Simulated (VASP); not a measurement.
Input of a VASP 6.6.1 run:

File INCAR:

```
PREC = Accurate
ENCUT = 600
EDIFF = 1E-7
ISMEAR = 0
SIGMA = 0.02
LREAL = F
LASPH = T
NELM = 120
ALGO = Normal
ISIF = 3
LWAVE = F
LCHARG = F
GGA = PE
IBRION = 2
NSW = 70
EDIFFG = -0.008
PSTRESS = -10.0
GGA_COMPAT = F
NELMIN = 4
```

Contents of KPOINTS:

```
regular mesh
0
Gamma
  10 10 8
```

Contents of POSCAR:

```
SnO
1.0
    3.8810471052      0.0000000000      0.0000000000
    0.0000000000      3.8810471052      0.0000000000
    0.0000000000      0.0000000000      5.0829836876
Sn O
2 2
Direct
    0.0000000000      0.5000000000      0.2287756820
    0.5000000000      0.0000000000      0.7712243180
    0.5000000000      0.5000000000      0.0000000000
    0.0000000000      0.0000000000      0.0000000000
```

Potentials or basis: VASP PAW PBE potentials, release 64 (Sn_d, O).

The run is started by

```bash
$ cat potpaw_PBE.64/Sn_d/POTCAR potpaw_PBE.64/O/POTCAR > POTCAR
$ mpirun -np 1 vasp_std > vasp.out
```

Question: Estimate the relaxed cell.

Answer: a = 3.883 Å, b = 3.883 Å, c = 5.414 Å, α = 90.00°, β = 90.00°, γ = 90.00°.

Question: What does it give for the space group after relaxing (to 0.1 Å)?

Answer: P4/nmm (No. 129).

Forces on the atoms (eV/Å):
```
Sn   0.000  0.000 -0.005
Sn   0.000  0.000  0.005
O    0.000  0.000  0.000
O    0.000  0.000  0.000
```

Caveat: the cell is relaxed towards a set pressure, so the run minimises the enthalpy, not the energy.
